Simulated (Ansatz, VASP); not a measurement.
**Two plane-wave programs on PbO**

```xyz
4
Lattice="3.0653 -5.2871 0.0000 3.0653 5.2871 0.0000 0.0000 0.0000 8.2860" Properties=species:S:1:pos:R:3 pbc="T T T"
Pb    3.0653   -3.6925    4.1430
Pb    3.0653    3.6925    4.1430
O     0.0000    0.0000    2.7289
O     0.0000    0.0000    5.5571
```

Alike in both runs: functional PBE; k mesh 6 × 6 × 4; occupations gaussian, width 0.02 eV; no spin polarisation.

Ansatz relaxed the structure, and its values are those at the end. VASP's run is a single point on that final structure, the one shown.

```csv
,VASP,Ansatz
version,VASP 6.6.1,Ansatz 0.2.0
potentials or method,"VASP PAW PBE potentials, release 64 (Pb_d, O), cutoff 520 eV","scalar-relativistic, plane waves, PAW"
valence electrons in the cell,40,40
```

```csv
,VASP,Ansatz,Ansatz less VASP
gap on the k mesh at the Fermi level (eV),0.88,0.89,+0.009
least direct gap on the mesh (eV),0.89,0.89,+0.009
pressure (GPa),0.0,0.0,-0.03
rms of the force components (eV/Å),0.034,0.000,-0.0340
```

Neither program's run includes spin-orbit coupling.
